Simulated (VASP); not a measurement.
A run of VASP 6.6.1 is set up as follows.

File INCAR:

```
SYSTEM = TiH2
ALGO = Normal
EDIFF = 1E-6
ENCUT = 520
GGA = PS
ISIF = 2
ISMEAR = 0
LASPH = .True.
LCHARG = .True.
LELF = .True.
LREAL = .False.
LVHAR = .True.
LWAVE = .False.
NBANDS = 14
NELM = 60
PREC = Accurate
SIGMA = 0.15
```

The input KPOINTS:

```
k-points
0
Gamma
  20 20 20
  0 0 0
```

File POSCAR:

```
TiH2
1.0
   -1.5965000000      1.5965000000      2.1335000000
    1.5965000000     -1.5965000000      2.1335000000
    1.5965000000      1.5965000000     -2.1335000000
Ti H
1 2
Direct
    0.0878837591      0.0878837591      0.0000000000
    0.7500000000      0.2500000000      0.5000000000
    0.2500000000      0.7500000000      0.5000000000
```

Potentials or basis: VASP PAW PBE potentials, release 64 (Ti_sv, H).

Run with:

```sh
$ cat potpaw_PBE.64/Ti_sv/POTCAR potpaw_PBE.64/H/POTCAR > POTCAR
$ mpirun -np 1 vasp_std > vasp.out
```

**Question.** Predict the largest force.

**Answer.** 3.096 eV/Å.

**Question.** Estimate the band gap on the k mesh.

**Answer.** Zero (band 7 reaches 7.92 eV, above the bottom of band 8 at 7.34 eV).

Stress tensor (GPa, compression positive):
```
 4.72  0.00  0.00
 0.00  4.72  0.00
 0.00  0.00 -2.31
```

Caveat: the cell differs from its parent crystal (all Ti atoms moved +0.375 Å, as atom 1 along Cartesian [0 0 1]); the PAW data sets were made with another functional, which shifts forces and pressure a little.
